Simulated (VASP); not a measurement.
Input of a VASP 6.6.1 run:

Contents of INCAR:

```
  PREC = Accurate
  ENCUT = 520
  EDIFF = 1E-6
  ISMEAR = 0
  SIGMA = 0.05
  LREAL = F
  LASPH = T
  NELM = 100
  ALGO = Normal
  ISIF = 2
  LWAVE = F
  LCHARG = F
  GGA = PS
  NBANDS = 15
```

KPOINTS

```
regular mesh
0
Gamma
  6 6 6
```

The input POSCAR:

```
RbBr
1.0
    3.9073620998      0.0000000000      0.0000000000
    0.0000000000      3.9073620998      0.0000000000
    0.0000000000      0.0000000000      4.0701688540
Rb Br
1 1
Direct
   -0.0793829626      0.0000000000      0.0000000000
    0.5849104822      0.5000000000      0.5000000000
```

Potentials or basis: VASP PAW PBE potentials, release 64 (Rb_sv, Br).

Command:

```console
$ cat potpaw_PBE.64/Rb_sv/POTCAR potpaw_PBE.64/Br/POTCAR > POTCAR
$ mpirun -np 1 vasp_std > vasp.out
```

(1) Predict the largest force.

(2) Estimate the band gap on the k mesh.

(3) Predict the pressure.

Answers

(1) 0.873 eV/Å.

(2) 4.25 eV, indirect (least direct gap 4.39 eV).

(3) 4.9 GPa.

Caveat: the PAW data sets were made with another functional, which shifts forces and pressure a little.
